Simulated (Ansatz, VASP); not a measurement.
Two plane-wave programs on Ta

```
CELL_PARAMETERS angstrom
4.53268 0.00000 0.00000
-2.26634 3.92541 0.00000
0.00000 0.00000 3.02893
ATOMIC_POSITIONS crystal
Ta 0.33333 0.66667 0.27156
Ta 0.00000 0.00000 0.50000
Ta 0.66667 0.33333 0.72844
```

Alike in both runs: task relaxation of cell and atoms; functional PBE; k mesh 6 × 6 × 6; occupations gaussian, width 0.1 eV; no spin polarisation.

|  | VASP | Ansatz |
| --- | --- | --- |
| version | VASP 6.6.1 | Ansatz 0.2.0 |
| potentials or method | VASP PAW PBE potentials, release 64 (Ta_pv), cutoff 600 eV | scalar-relativistic, plane waves, PAW |
| valence electrons in the cell | 33 | 39 |

VASP gave:

```
gap on the k mesh at the Fermi level, each at its own relaxed structure (eV) : none
relaxed volume (Å³/atom)                                                     : 18.38
relaxed cell length with the largest relative difference (Å)                 : 2.859
```

Problem. Which values does Ansatz return?

Solution. gap on the k mesh at the Fermi level, each at its own relaxed structure (eV): none; relaxed volume (Å³/atom): 18.37; relaxed cell length with the largest relative difference (Å): 2.866.

A gap of «none» marks a metal or a gap that the smearing closes. VASP's potentials hold 33 valence electrons a cell and Ansatz's 39, so a difference there can come from the potentials and not from the codes.

Neither program's run includes spin-orbit coupling.
